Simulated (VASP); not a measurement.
# Al5GaSb6 (P-4m2) in VASP: single point with PBE

Aim: the single point of Al5GaSb6 with PBE.

Program: VASP 6.6.1. These are calculated values, not measurements. Logs are shortened: lines on timing, memory, paths and dates and some standing lists are left out, and cuts for length are marked.

## 1. The cell of the first run

Symmetry: P-4m2, No. 115, tetragonal system. The conventional cell has a = 4.406 Å, b = 4.406 Å, c = 18.626 Å, α = 90.00°, β = 90.00°, γ = 90.00°. Within 3.6 Å of Al (site symmetry 2mm) lie 4 Sb at 2.70 Å. Al (site symmetry 2mm) has 4 Sb at 2.69 to 2.70 Å within 3.6 Å. Al (site symmetry -4m2) has 4 Sb at 2.70 Å within 3.6 Å. Within 3.5 Å of Ga (site symmetry -4m2) lie 4 Sb at 2.69 Å. Within 3.6 Å of Sb (site symmetry 2mm) lie 4 Al at 2.70 Å. Within 3.6 Å of Sb (site symmetry 2mm) lie 4 Al at 2.70 Å. Within 3.5 Å of Sb (site symmetry 2mm) lie 2 Ga at 2.69 Å and 2 Al at 2.69 Å.

## 2. Single point, PBE

File INCAR:

```
SYSTEM = Al5GaSb6
ALGO = Normal
EDIFF = 1E-6
ENCUT = 520
GGA = PE
ISIF = 2
ISMEAR = 0
LASPH = .True.
LCHARG = .False.
LREAL = .False.
LWAVE = .False.
NBANDS = 41
NELM = 80
PREC = Accurate
SIGMA = 0.02
```

File KPOINTS:

```
k-points
0
Gamma
  6 6 2
  0 0 0
```

File POSCAR:

```
Al5GaSb6
1.0
    4.4055514047      0.0000000000      0.0000000000
    0.0000000000      4.4055514047      0.0000000000
    0.0000000000      0.0000000000     18.6257001775
Al Ga Sb
5 1 6
Direct
    0.0000000000      0.0000000000      0.1668543143
    0.5000000000      0.5000000000      0.3337631823
    0.5000000000      0.5000000000      0.6662368177
    0.0000000000      0.0000000000      0.8331456857
    0.5000000000      0.5000000000      0.0000000000
    0.0000000000      0.0000000000      0.5000000000
    0.5000000000      0.0000000000      0.9165901509
    0.0000000000      0.5000000000      0.0834098491
    0.5000000000      0.0000000000      0.2502918718
    0.0000000000      0.5000000000      0.4169035282
    0.5000000000      0.0000000000      0.5830964718
    0.0000000000      0.5000000000      0.7497081282
```

Potentials or basis: VASP PAW PBE potentials, release 64 (Al, Ga_d, Sb).

Launch:

```
$ cat potpaw_PBE.64/Al/POTCAR potpaw_PBE.64/Ga_d/POTCAR potpaw_PBE.64/Sb/POTCAR > POTCAR
$ mpirun -np 1 vasp_std > vasp.out
```

OUTCAR:

```text
SYSTEM = Al5GaSb6
   EDIFF = 1E-6
   ENCUT = 520
   GGA = PE
   ISIF = 2
   ISMEAR = 0
   LASPH = .True.
   LREAL = .False.
   NELM = 80
   PREC = Accurate

 ion  position               nearest neighbor table
   1  0.000  0.000  0.167-   9 2.70   9 2.70   8 2.70   8 2.70
   2  0.500  0.500  0.334-  10 2.69  10 2.69   9 2.70   9 2.70
   3  0.500  0.500  0.666-  11 2.69  11 2.69  12 2.70  12 2.70
   4  0.000  0.000  0.833-  12 2.70  12 2.70   7 2.70   7 2.70
   5  0.500  0.500  0.000-   7 2.70   8 2.70   7 2.70   8 2.70
   6  0.000  0.000  0.500-  10 2.69  11 2.69  10 2.69  11 2.69
   7  0.500  0.000  0.917-   5 2.70   5 2.70   4 2.70   4 2.70
   8  0.000  0.500  0.083-   5 2.70   5 2.70   1 2.70   1 2.70
   9  0.500  0.000  0.250-   1 2.70   1 2.70   2 2.70   2 2.70
  10  0.000  0.500  0.417-   6 2.69   6 2.69   2 2.69   2 2.69
  11  0.500  0.000  0.583-   6 2.69   6 2.69   3 2.69   3 2.69
  12  0.000  0.500  0.750-   4 2.70   4 2.70   3 2.70   3 2.70

  LATTYP: Found a simple tetragonal cell.
 ALAT       =     4.4055514047
 C/A-ratio  =     4.2277795596

  Lattice vectors:

 A1 = (   4.4055514047,   0.0000000000,   0.0000000000)
 A2 = (   0.0000000000,   4.4055514047,   0.0000000000)
 A3 = (   0.0000000000,   0.0000000000,  18.6257001775)

Analysis of symmetry for initial positions (statically):
=====================================================================
 Subroutine PRICEL returns:
 Original cell was already a primitive cell.

 Routine SETGRP: Setting up the symmetry group for a
 simple tetragonal supercell.

 Subroutine GETGRP returns: Found  8 space group operations
 (whereof  8 operations were pure point group operations)
 out of a pool of 16 trial point group operations.

The static configuration has the point symmetry D_2d.

Analysis of symmetry for dynamics (positions and initial velocities):
=====================================================================
 Subroutine PRICEL returns:
 Original cell was already a primitive cell.

 Routine SETGRP: Setting up the symmetry group for a
 simple tetragonal supercell.

 Subroutine GETGRP returns: Found  8 space group operations
 (whereof  8 operations were pure point group operations)
 out of a pool of 16 trial point group operations.

The dynamic configuration has the point symmetry D_2d.

 Subroutine INISYM returns: Found  8 space group operations
 (whereof  8 operations are pure point group operations),
 and found     1 'primitive' translations

[... 121 lines left out ...]
   NUPDOWN=      -1.0000    fix difference up-down
   EMIN   =  10.00;   EMAX   =-10.00  energy-range for DOS
   EFERMI =   0.00;   METHOD = LEGACY
   ISMEAR =     0;   SIGMA  =   0.02  broadening in eV -4-tet -1-fermi 0-gaus
   EFERMI_NEDOS =   21; number of points for ismear=-14 and -15
   IALGO  =     38    algorithm
   IMIX   =      4    mixing-type and parameters
     AMIX     =   0.40;   BMIX     =  1.00
     AMIX_MAG =   1.60;   BMIX_MAG =  1.00
  volume/ion in A,a.u.               =      30.13       203.30
  Fermi-wavevector in a.u.,A,eV,Ry     =   0.889569  1.681042 10.766746  0.791334
  Thomas-Fermi vector in A             =   2.011147
   LORBIT       =      0    0 simple, 1 ext, 2 COOP (PROOUT), +10 PAW based schemes
   GGA     = PE    functional components
   LHFCALC =     F    Hartree Fock is set to
   AEXX    =    0.0000 exact exchange contribution
   IVDW    =     0    specifies the selected vdW correction
   LEPSILON=     F    determine dielectric tensor
   LRPA    =     F    only Hartree local field effects (RPA)
 non-spin polarized calculation
 Gauss-broadening in eV      SIGMA  =   0.02
  energy-cutoff  :      520.00
  volume of cell :      361.50
 maximum number of plane-waves:      9785
 NGX is ok and might be reduce to    36
   NGX = 17   NGY = 17   NGZ = 69

 number of electron      57.9999986 magnetization

 Free energy of the ion-electron system (eV)
  ---------------------------------------------------
  ext. energy  EPLUGINS =         0.00000000
  ---------------------------------------------------
  free energy    TOTEN  =       -48.40010823 eV

  energy without entropy =      -48.40010823  energy(sigma->0) =      -48.40010823

 E-fermi :   4.5344     XC(G=0):  -8.5485

 val. band max:        4.4141447018   @ k =   0.0000   0.0000   0.0000
 cond. band min:       5.2744105595   @ k =   0.0000   0.0000   0.0000
 fundamental gap:      0.8602658578
 Fermi energy:         4.5343970985

 k-point     1 :       0.0000    0.0000    0.0000
  band No.  band energies     occupation
      1     -10.3089      2.00000
      2     -10.2819      2.00000
      3     -10.2819      2.00000
      4     -10.2550      2.00000
      5     -10.2457      2.00000
      6      -6.2191      2.00000
[... 869 lines left out ...]
     40       8.5168      0.00000
     41       8.6658      0.00000

------------------------ aborting loop because EDIFF is reached ----------------------------------------

  FORCE on cell =-STRESS in cart. coord.  units (eV):
  Direction    XX          YY          ZZ          XY          YZ          ZX
  --------------------------------------------------------------------------------------
  -------------------------------------------------------------------------------------
  Total        0.3622160      0.3622160      0.3797389      0.0000000      0.0000000      0.0000000
  in kB        1.6053328      1.6053328      1.6829937      0.0000000      0.0000000      0.0000000
  external PRESSURE =       1.6312198 kB  Pullay stress =       0.0000000 kB

 VOLUME and BASIS-vectors are now :
 -----------------------------------------------------------------------------
  energy-cutoff  :      520.00
  volume of cell :      361.50
      direct lattice vectors                 reciprocal lattice vectors
     4.405551405  0.000000000  0.000000000     0.226986342  0.000000000  0.000000000
     0.000000000  4.405551405  0.000000000     0.000000000  0.226986342  0.000000000
     0.000000000  0.000000000 18.625700178     0.000000000  0.000000000  0.053689257

 POSITION                                       TOTAL-FORCE (eV/Angst)
 -----------------------------------------------------------------------------------
      0.00000      0.00000      3.10778         0.000000     -0.000000     -0.001175
      2.20278      2.20278      6.21657         0.000000     -0.000000     -0.005263
      2.20278      2.20278     12.40913         0.000000      0.000000      0.005263
      0.00000      0.00000     15.51792         0.000000      0.000000      0.001175
      2.20278      2.20278      0.00000         0.000000     -0.000000      0.000000
      0.00000      0.00000      9.31285        -0.000000     -0.000000      0.000000
      2.20278      0.00000     17.07213         0.000000      0.000000     -0.002575
      0.00000      2.20278      1.55357         0.000000     -0.000000      0.002575
      2.20278      0.00000      4.66186         0.000000     -0.000000     -0.000369
      0.00000      2.20278      7.76512        -0.000000      0.000000      0.003545
      2.20278      0.00000     10.86058         0.000000     -0.000000     -0.003545
      0.00000      2.20278     13.96384         0.000000      0.000000      0.000369
 -----------------------------------------------------------------------------------
    total drift:                                0.000000     -0.000000      0.000000

  FREE ENERGIE OF THE ION-ELECTRON SYSTEM (eV)
  ---------------------------------------------------
  free  energy   TOTEN  =       -48.4001082303 eV

  energy  without entropy=      -48.4001082303  energy(sigma->0) =      -48.40010823
```

OSZICAR:

```text
N       E                     dE             d eps       ncg     rms          rms(c)
DAV:   1     0.299773698577E+03    0.29977E+03   -0.20639E+04  1640   0.120E+03
DAV:   2    -0.151301840883E+02   -0.31490E+03   -0.30083E+03  1896   0.238E+02
DAV:   3    -0.476244208996E+02   -0.32494E+02   -0.31710E+02  2029   0.810E+01
DAV:   4    -0.487953433888E+02   -0.11709E+01   -0.11641E+01  2003   0.161E+01
DAV:   5    -0.488331618005E+02   -0.37818E-01   -0.37792E-01  2424   0.296E+00    0.798E+00
DAV:   6    -0.484922738548E+02    0.34089E+00   -0.43649E-01  2107   0.349E+00    0.494E+00
DAV:   7    -0.483972947040E+02    0.94979E-01   -0.50827E-01  1981   0.238E+00    0.656E-01
DAV:   8    -0.483974698607E+02   -0.17516E-03   -0.37809E-02  1955   0.118E+00    0.287E-01
DAV:   9    -0.483996157535E+02   -0.21459E-02   -0.71019E-03  2043   0.344E-01    0.130E-01
DAV:  10    -0.483996687647E+02   -0.53011E-04   -0.36095E-04  2101   0.823E-02    0.477E-02
DAV:  11    -0.484000915108E+02   -0.42275E-03   -0.52601E-04  1841   0.834E-02    0.263E-02
DAV:  12    -0.484001026607E+02   -0.11150E-04   -0.12986E-05  2360   0.158E-02    0.149E-02
DAV:  13    -0.484001075023E+02   -0.48416E-05   -0.11745E-05  1840   0.137E-02    0.324E-03
DAV:  14    -0.484001082303E+02   -0.72808E-06   -0.64154E-07  1442   0.343E-03
   1 F= -.48400108E+02 E0= -.48400108E+02  d E =-.315139E-19
```

stdout:

```text
POSCAR found type information on POSCAR AlGaSb
 POSCAR found :  3 types and      12 ions
 scaLAPACK will be used
 LDA part: xc-table for (Slater+PW92), standard interpolation
 POSCAR, INCAR and KPOINTS ok, starting setup
 FFT: planning ... GRIDC
 FFT: planning ... GRID_SOFT
 FFT: planning ... GRID
 WAVECAR not read
 entering main loop
```

Run time: 5.7 min. Hardware: 1 thread of Intel Xeon Platinum 8375C at 2.90GHz (Ice Lake), shared host; peak memory 0.59 GiB.

Results:

```yaml
Free_energy: -48.4001 eV
Pressure: 0.2 GPa
Largest_force: 0.005 eV/Å
Band_gap_on_the_k_mesh: 0.86 eV, direct
```

Forces in eV/Å, atoms in the order of the input:
```
Al   0.000  0.000 -0.001
Al   0.000  0.000 -0.005
Al   0.000  0.000  0.005
Al   0.000  0.000  0.001
Al   0.000  0.000  0.000
Ga   0.000  0.000  0.000
Sb   0.000  0.000 -0.003
Sb   0.000  0.000  0.003
Sb   0.000  0.000  0.000
Sb   0.000  0.000  0.004
Sb   0.000  0.000 -0.004
Sb   0.000  0.000  0.000
```

Levels at points of the mesh, in eV from the valence-band top:
```csv
k point,band 27,band 28,band 29,band 30,band 31,band 32
"(0.00, 0.00, 0.00)",-0.01,-0.01,0.00,0.86,1.25,1.32
"(0.50, 0.00, 0.00)",-0.96,-0.95,-0.88,1.25,1.65,1.66
"(0.50, 0.50, 0.00)",-2.15,-2.15,-2.14,1.24,1.29,1.29
"(0.00, 0.00, 0.50)",-0.33,-0.23,-0.23,1.07,1.25,1.43
"(0.50, 0.00, 0.50)",-0.91,-0.89,-0.88,0.88,1.20,2.07
"(0.50, 0.50, 0.50)",-2.31,-2.30,-2.30,1.60,1.65,1.65
```

Caveat: spin-orbit coupling is left out, which moves the levels of the heavy elements. A k mesh can miss the band edges.
